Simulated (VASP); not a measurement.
The system is Si.

```
CELL_PARAMETERS angstrom
-1.25487 1.25487 1.25487
1.25487 -1.25487 1.25487
1.25487 1.25487 -1.25487
ATOMIC_POSITIONS crystal
Si 0.00000 0.00000 0.00000
```

This isn't the form of Si at room conditions, which is diamond.

- Program: VASP 6.6.1
- Task: relaxation of cell and atoms
- Functional: PBEsol
- Potentials or basis: VASP PAW PBE potentials, release 64 (Si)
- Cutoff: 500 eV
- k mesh: 10 × 10 × 10
- Occupations: gaussian, width 0.1 eV
- Spin: no spin polarisation

At the start: pressure 204.7 GPa; volume 7.90 Å³/atom.

Problem. How do energy, volume and symmetry change on relaxing?

Solution. Over 5 steps the energy falls by 2462.3 meV/atom and the volume is 14.23 Å³/atom (+80.0 %); space group Im-3m (No. 229, to 0.1 Å) before and after.

Step by step:
| step | energy change (eV) | largest force (eV/Å) | pressure (GPa) | volume (Å³) |
| --- | --- | --- | --- | --- |
| 1 | 0.0000 | 0.0000 | 204.66 | 7.90 |
| 2 | -1.4226 | 0.0000 | -16.30 | 25.99 |
| 3 | -2.4584 | 0.0000 | -2.83 | 14.66 |
| 4 | -2.4612 | 0.0000 | -1.54 | 14.46 |
| 5 | -2.4623 | 0.0000 | 0.09 | 14.23 |

Final structure:
```cif
data_structure
_symmetry_space_group_name_H-M 'P 1'
_symmetry_Int_Tables_number 1
_cell_length_a 2.6440
_cell_length_b 2.6440
_cell_length_c 2.6440
_cell_angle_alpha 109.471
_cell_angle_beta 109.471
_cell_angle_gamma 109.471
_cell_volume 14.23
loop_
_atom_site_label
_atom_site_type_symbol
_atom_site_fract_x
_atom_site_fract_y
_atom_site_fract_z
_atom_site_occupancy
Si1 Si 0.00000 0.00000 0.00000 1
```

Caveat: the volume moved by over 15 % at a fixed basis, so the end points are rough; the PAW data sets were made with another functional, which shifts forces and pressure a little.
